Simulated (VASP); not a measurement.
# Mg3ZrN: single point with PBE

The system is Mg3ZrN.

```
Mg Zr N
1.0
     5.36926    0.00000    0.00000
     0.00000    5.36926    0.00000
     0.00000    0.00000    3.70581
Mg Zr N
3 1 1
Direct
  0.00000 0.50000 0.00000
  0.50000 0.00000 0.00000
  0.50000 0.50000 0.00000
  0.00000 0.00000 0.50000
  0.50000 0.50000 0.50000
```

- Program: VASP 6.6.1
- Task: single point
- Functional: PBE
- Potentials or basis: VASP PAW PBE potentials, release 64 (Mg, Zr_sv, N)
- Cutoff: 520 eV
- k mesh: 4 × 4 × 6
- Occupations: gaussian, width 0.1 eV
- Spin: no spin polarisation
- Dipole correction: no
- Further INCAR settings: ALGO = Normal; EDIFF = 1e-07; NBANDS = 20

- Pressure: 0.0 GPa

Stress tensor (GPa, compression positive):
```
-0.05  0.00  0.00
 0.00 -0.05  0.00
 0.00  0.00  0.24
```

Levels at points of the mesh, in eV from the Fermi level:
| k point | band 8 | band 9 | band 10 | band 11 | band 12 | band 13 | band 14 | band 15 |
| --- | --- | --- | --- | --- | --- | --- | --- | --- |
| (0.00, 0.00, 0.00) | -2.77 | -2.18 | -2.13 | -0.50 | 0.29 | 1.40 | 1.40 | 1.51 |
| (0.50, 0.00, 0.00) | -2.82 | -2.18 | -1.49 | -0.26 | 0.71 | 0.79 | 1.09 | 1.31 |
| (0.50, 0.50, 0.00) | -3.01 | -2.15 | -1.25 | 0.29 | 0.39 | 0.41 | 0.41 | 1.24 |
| (0.00, 0.00, 0.50) | -1.80 | -1.59 | -1.22 | -1.22 | -1.18 | -0.69 | 0.97 | 1.75 |
| (0.50, 0.00, 0.50) | -2.08 | -1.94 | -1.39 | -0.93 | 0.28 | 0.51 | 0.97 | 1.39 |
| (0.50, 0.50, 0.50) | -2.40 | -2.37 | -2.37 | -0.37 | 0.37 | 0.68 | 0.71 | 2.08 |

Run time: 66 s on 1 thread of Intel(R) Xeon(R) Platinum 8375C CPU @ 2.90GHz (Ice Lake), on a shared host, peak memory 0.23 GiB.
